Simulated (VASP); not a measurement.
# Sr4Ir (Pm-3m) in VASP: notebook

Runs on Sr4Ir. Level: PBE. Tasks: single point.

All numbers are computed with VASP 6.6.1; they aren't measurements. Logs are shortened: lines on timing, memory, paths and dates and some standing lists are left out, and cuts for length are marked.

### Step 1. The cell of the first run

Symmetry: Pm-3m, No. 221, cubic system. The conventional cell has a = 5.997 Å, b = 5.997 Å, c = 5.997 Å, α = 90.00°, β = 90.00°, γ = 90.00°. Sr (site symmetry 4/mmm) has 2 Ir at 3.00 Å within 3.9 Å. Sr (site symmetry m-3m) has 12 Sr at 4.24 Å and 8 Ir at 5.19 Å within 5.6 Å. Ir (site symmetry m-3m) has 6 Sr at 3.00 Å within 3.9 Å.

The cell was generated, and may not be a known phase.

### Step 2. Single point, PBE

INCAR reads:

```
SYSTEM = Sr4Ir
PREC = Accurate ; ENCUT = 520
EDIFF = 1E-6 ; ISMEAR = 0
SIGMA = 0.1 ; LREAL = .False.
LASPH = .True. ; NELM = 80
ALGO = Normal ; ISIF = 2
LWAVE = .False. ; LCHARG = .True.
GGA = PE ; LELF = .True.
LVHAR = .True. ; NBANDS = 32
```

KPOINTS reads:

```
Automatic mesh
0
Gamma
  4 4 4
  0 0 0
```

POSCAR reads:

```
Sr4Ir
1.0
    5.9970810240      0.0000000000      0.0000000000
    0.0000000000      5.9970810240      0.0000000000
    0.0000000000      0.0000000000      5.9970810240
Sr Ir
4 1
Direct
    0.0000000000      0.5000000000      0.5000000000
    0.5000000000      0.0000000000      0.5000000000
    0.5000000000      0.5000000000      0.0000000000
    0.0000000000      0.0000000000      0.0000000000
    0.5000000000      0.5000000000      0.5000000000
```

Potentials or basis: VASP PAW PBE potentials, release 64 (Sr_sv, Ir).

Launch:

```
> cat potpaw_PBE.64/Sr_sv/POTCAR potpaw_PBE.64/Ir/POTCAR > POTCAR
> mpirun -np 1 vasp_std > vasp.out
```

OUTCAR:

```text
SYSTEM = Sr4Ir
   PREC = Accurate
   ENCUT = 520
   EDIFF = 1E-6
   ISMEAR = 0
   LREAL = .False.
   LASPH = .True.
   NELM = 80
   ISIF = 2
   GGA = PE

 ion  position               nearest neighbor table
   1  0.000  0.500  0.500-   5 3.00   5 3.00   4 4.24   2 4.24   3 4.24   4 4.24   2 4.24   4 4.24
                             4 4.24   2 4.24   3 4.24   3 4.24   3 4.24   2 4.24
   2  0.500  0.000  0.500-   5 3.00   5 3.00   4 4.24   1 4.24   3 4.24   4 4.24   1 4.24   3 4.24
                             3 4.24   3 4.24   1 4.24   4 4.24   4 4.24   1 4.24
   3  0.500  0.500  0.000-   5 3.00   5 3.00   4 4.24   1 4.24   1 4.24   2 4.24   2 4.24   2 4.24
                             4 4.24   2 4.24   1 4.24   4 4.24   1 4.24   4 4.24
   4  0.000  0.000  0.000-   1 4.24   2 4.24   3 4.24   1 4.24   2 4.24   1 4.24   3 4.24   1 4.24
                             2 4.24   3 4.24   2 4.24   3 4.24
   5  0.500  0.500  0.500-   1 3.00   2 3.00   3 3.00   3 3.00   2 3.00   1 3.00

  LATTYP: Found a simple cubic cell.
 ALAT       =     5.9970810240

  Lattice vectors:

 A1 = (   5.9970810240,   0.0000000000,   0.0000000000)
 A2 = (   0.0000000000,   5.9970810240,   0.0000000000)
 A3 = (   0.0000000000,   0.0000000000,   5.9970810240)

Analysis of symmetry for initial positions (statically):
=====================================================================
 Subroutine PRICEL returns:
 Original cell was already a primitive cell.

 Routine SETGRP: Setting up the symmetry group for a
 simple cubic supercell.

 Subroutine GETGRP returns: Found 48 space group operations
 (whereof 48 operations were pure point group operations)
 out of a pool of 48 trial point group operations.

The static configuration has the point symmetry O_h .

Analysis of symmetry for dynamics (positions and initial velocities):
=====================================================================
 Subroutine PRICEL returns:
 Original cell was already a primitive cell.

 Routine SETGRP: Setting up the symmetry group for a
 simple cubic supercell.

 Subroutine GETGRP returns: Found 48 space group operations
 (whereof 48 operations were pure point group operations)
 out of a pool of 48 trial point group operations.

The dynamic configuration has the point symmetry O_h .

 Subroutine INISYM returns: Found 48 space group operations
 (whereof 48 operations are pure point group operations),
 and found     1 'primitive' translations

----------------------------------------------------------------------------------------

                                     Primitive cell

  volume of cell :     215.6849

  direct lattice vectors                    reciprocal lattice vectors
     5.997081024  0.000000000  0.000000000     0.166747789  0.000000000  0.000000000
     0.000000000  5.997081024  0.000000000     0.000000000  0.166747789  0.000000000
     0.000000000  0.000000000  5.997081024     0.000000000  0.000000000  0.166747789

  length of vectors
     5.997081024  5.997081024  5.997081024     0.166747789  0.166747789  0.166747789

  position of ions in fractional coordinates (direct lattice)
     0.000000000  0.500000000  0.500000000
     0.500000000  0.000000000  0.500000000
     0.500000000  0.500000000  0.000000000
     0.000000000  0.000000000  0.000000000
     0.500000000  0.500000000  0.500000000

  ion indices of the primitive-cell ions
   primitive index   ion index
                 1           1
                 2           2
                 3           3
                 4           4
                 5           5

----------------------------------------------------------------------------------------

 KPOINTS: Automatic mesh

Automatic generation of k-mesh.
 Grid dimensions read from file:
 generate k-points for:    4    4    4

 Generating k-lattice:

  Cartesian coordinates                     Fractional coordinates (reciprocal lattice)
     0.041686947  0.000000000  0.000000000     0.250000000  0.000000000  0.000000000
     0.000000000  0.041686947  0.000000000     0.000000000  0.250000000  0.000000000
     0.000000000  0.000000000  0.041686947     0.000000000  0.000000000  0.250000000

  Length of vectors
     0.041686947  0.041686947  0.041686947

  Shift w.r.t. Gamma in fractional coordinates (k-lattice)
     0.000000000  0.000000000  0.000000000

 Subroutine IBZKPT returns following result:
 ===========================================

 Found     10 irreducible k-points:

 Following reciprocal coordinates:
            Coordinates               Weight
  0.000000  0.000000  0.000000      1.000000
  0.250000  0.000000  0.000000      6.000000
  0.500000  0.000000  0.000000      3.000000
  0.250000  0.250000  0.000000     12.000000
  0.500000  0.250000  0.000000     12.000000
  0.500000  0.500000  0.000000      3.000000
  0.250000  0.250000  0.250000      8.000000
  0.500000  0.250000  0.250000     12.000000
  0.500000  0.500000  0.250000      6.000000
  0.500000  0.500000  0.500000      1.000000
   k-points           NKPTS =     10   k-points in BZ     NKDIM =     10   number of bands    NBANDS=     32
   number of dos      NEDOS =    301   number of ions     NIONS =      5
   total plane-waves  NPLWV = 110592
   dimension x,y,z NGX =    48 NGY =   48 NGZ =   48
   dimension x,y,z NGXF=    96 NGYF=   96 NGZF=   96
   ions per type =               4   1
   NGX,Y,Z   is equivalent  to a cutoff of  13.31, 13.31, 13.31 a.u.
   NGXF,Y,Z  is equivalent  to a cutoff of  26.61, 26.61, 26.61 a.u.
 SYSTEM =  Sr4Ir
   PREC   = accura    normal or accurate (medium, high low for compatibility)
   ISTART =      0    job   : 0-new  1-cont  2-samecut
   ICHARG =      2    charge: 1-file 2-atom 10-const
   ISPIN  =      1    spin polarized calculation?
   LNONCOLLINEAR =      F non collinear calculations
   LSORBIT =      F    spin-orbit coupling
   LASPH  =      T    aspherical Exc in radial PAW
   ENCUT  =  520.0 eV  38.22 Ry    6.18 a.u.  11.15 11.15 11.15*2*pi/ulx,y,z
   NELM   =     80;   NELMIN=  2; NELMDL= -5     # of ELM steps
   EDIFF  = 0.1E-05   stopping-criterion for ELM
   LREAL  =      F    real-space projection
   EDIFFG = 0.1E-04   stopping-criterion for IOM
   NSW    =      0    number of steps for IOM
   IBRION =     -1    ionic relax: 0-MD 1-quasi-New 2-CG
   NFREE  =      0    steps in history (QN), initial steepest desc. (CG)
   ISIF   =      2    stress and relaxation
   ISYM   =      2    0-nonsym 1-usesym 2-fastsym
   POTIM  = 0.5000    time-step for ionic-motion
   TEBEG  =    0.0;   TEEND  =   0.0 temperature during run
   PSTRESS=    0.0 pullay stress
   NELECT =      49.0000    total number of electrons
   NUPDOWN=      -1.0000    fix difference up-down
   EMIN   =  10.00;   EMAX   =-10.00  energy-range for DOS
   EFERMI =   0.00;   METHOD = LEGACY
   ISMEAR =     0;   SIGMA  =   0.10  broadening in eV -4-tet -1-fermi 0-gaus
   EFERMI_NEDOS =   21; number of points for ismear=-14 and -15
   IALGO  =     38    algorithm
   IMIX   =      4    mixing-type and parameters
     AMIX     =   0.40;   BMIX     =  1.00
     AMIX_MAG =   1.60;   BMIX_MAG =  1.00
  volume/ion in A,a.u.               =      43.14       291.10
  Fermi-wavevector in a.u.,A,eV,Ry     =   0.998927  1.887698 13.576635  0.997854
  Thomas-Fermi vector in A             =   2.131183
   LORBIT       =      0    0 simple, 1 ext, 2 COOP (PROOUT), +10 PAW based schemes
   GGA     = PE    functional components
   LHFCALC =     F    Hartree Fock is set to
   AEXX    =    0.0000 exact exchange contribution
   IVDW    =     0    specifies the selected vdW correction
   LEPSILON=     F    determine dielectric tensor
   LRPA    =     F    only Hartree local field effects (RPA)
 non-spin polarized calculation
 Gauss-broadening in eV      SIGMA  =   0.10
  energy-cutoff  :      520.00
  volume of cell :      215.68
 maximum number of plane-waves:      5846
 NGX is ok and might be reduce to    48
   NGX = 23   NGY = 23   NGZ = 23

 number of electron      49.0000001 magnetization

 Free energy of the ion-electron system (eV)
  ---------------------------------------------------
  ext. energy  EPLUGINS =         0.00000000
  ---------------------------------------------------
  free energy    TOTEN  =       -15.86016394 eV

  energy without entropy =      -15.83268616  energy(sigma->0) =      -15.84642505

 E-fermi :   1.8823     XC(G=0):  -7.9822

 val. band max:        1.6698723031   @ k =   0.0000   0.0000   0.0000
 cond. band min:       1.8880185409   @ k =   0.5000   0.2500   0.2500
 fundamental gap:      0.2181462378
 Fermi energy:         1.8822951710

 k-point     1 :       0.0000    0.0000    0.0000
  band No.  band energies     occupation
      1     -35.0778      2.00000
      2     -33.4580      2.00000
      3     -33.4416      2.00000
      4     -33.4416      2.00000
      5     -17.0497      2.00000
      6     -17.0497      2.00000
[... 24 lines left out ...]
     31       3.3286      0.00000
     32       5.9578      0.00000

 k-point     2 :       0.2500    0.0000    0.0000
  band No.  band energies     occupation
      1     -35.0778      2.00000
      2     -33.4558      2.00000
      3     -33.4432      2.00000
      4     -33.4416      2.00000
      5     -17.0493      2.00000
      6     -17.0490      2.00000
[... 24 lines left out ...]
     31       3.5653      0.00000
     32       5.2684      0.00000
[... 243 lines left out ...]
     31       3.9709      0.00000
     32       4.1127      0.00000

 k-point    10 :       0.5000    0.5000    0.5000
  band No.  band energies     occupation
      1     -35.0777      2.00000
      2     -33.4458      2.00000
      3     -33.4458      2.00000
      4     -33.4458      2.00000
      5     -17.0529      2.00000
      6     -17.0529      2.00000
[... 24 lines left out ...]
     31       4.1809      0.00000
     32       4.1809      0.00000

------------------------ aborting loop because EDIFF is reached ----------------------------------------

  FORCE on cell =-STRESS in cart. coord.  units (eV):
  Direction    XX          YY          ZZ          XY          YZ          ZX
  --------------------------------------------------------------------------------------
  -------------------------------------------------------------------------------------
  Total        0.1210435      0.1210435      0.1210435     -0.0000000      0.0000000      0.0000000
  in kB        0.8991500      0.8991500      0.8991500     -0.0000000      0.0000000      0.0000000
  external PRESSURE =       0.8991500 kB  Pullay stress =       0.0000000 kB

 VOLUME and BASIS-vectors are now :
 -----------------------------------------------------------------------------
  energy-cutoff  :      520.00
  volume of cell :      215.68
      direct lattice vectors                 reciprocal lattice vectors
     5.997081024  0.000000000  0.000000000     0.166747789  0.000000000  0.000000000
     0.000000000  5.997081024  0.000000000     0.000000000  0.166747789  0.000000000
     0.000000000  0.000000000  5.997081024     0.000000000  0.000000000  0.166747789

 POSITION                                       TOTAL-FORCE (eV/Angst)
 -----------------------------------------------------------------------------------
      0.00000      2.99854      2.99854         0.000000      0.000000      0.000000
      2.99854      0.00000      2.99854         0.000000      0.000000      0.000000
      2.99854      2.99854      0.00000         0.000000      0.000000      0.000000
      0.00000      0.00000      0.00000         0.000000      0.000000      0.000000
      2.99854      2.99854      2.99854         0.000000      0.000000      0.000000
 -----------------------------------------------------------------------------------
    total drift:                                0.000000     -0.000000     -0.000000

  FREE ENERGIE OF THE ION-ELECTRON SYSTEM (eV)
  ---------------------------------------------------
  free  energy   TOTEN  =       -15.8601639385 eV

  energy  without entropy=      -15.8326861602  energy(sigma->0) =      -15.84642505
```

It took 2.2 min on 1 thread of Oxide Virtual Turin-like, shared host; peak memory 0.31 GiB.

What came out:

| Property | Result |
| --- | --- |
| Free energy | -15.8602 eV |
| Pressure | 0.1 GPa |
| Band gap on the k mesh | zero (an odd number of electrons rules out a gap without spin polarisation) |

Caveat: spin-orbit coupling is left out, which moves the levels of the heavy elements.

[end of part 1 of 2]

The gap in the log of VASP goes by the Fermi energy; the results here count the filled bands.